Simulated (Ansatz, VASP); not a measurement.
# MnAs in VASP and in Ansatz

```xyz
4
Lattice="3.7100 0.0000 0.0000 -1.8550 3.2130 0.0000 0.0000 0.0000 5.7479" Properties=species:S:1:pos:R:3 pbc="T T T"
As    1.8550    1.0710    4.3109
As    0.0000    2.1420    1.4370
Mn    0.0000    0.0000    2.8740
Mn    0.0000    0.0000    0.0000
```

Alike in both runs: task single point; functional PBE; k mesh 7 × 7 × 4; occupations fermi-dirac, width 0.05 eV; collinear spin.

```csv
,VASP,Ansatz
version,VASP 6.6.1,Ansatz 0.2.0
potentials or method,"VASP PAW PBE potentials, release 64 (As, Mn_pv)",Ansatz PAW
plane-wave cutoff (eV),520,420
valence electrons in the cell,36,60
```

Ansatz gave:

- gap on the k mesh at the Fermi level (eV): none
- pressure (GPa): -4.0
- traceless stress, the component that is largest in VASP (GPa): -2.15
- net moment per atom (μB): 1.59
- size of the moment on the site where the two differ most (μB): 3.20

**Question.** Estimate VASP's values.

**Answer.** gap on the k mesh at the Fermi level (eV): none; pressure (GPa): -3.8; traceless stress, the component that is largest in VASP (GPa): -2.15; net moment per atom (μB): 1.59; size of the moment on the site where the two differ most (μB): 3.24.

Site moments also hang on the region over which each program counts them. A gap of «none» marks a metal or a gap that the smearing closes. VASP's potentials hold 36 valence electrons a cell and Ansatz's 60, so a difference there can come from the potentials and not from the codes.
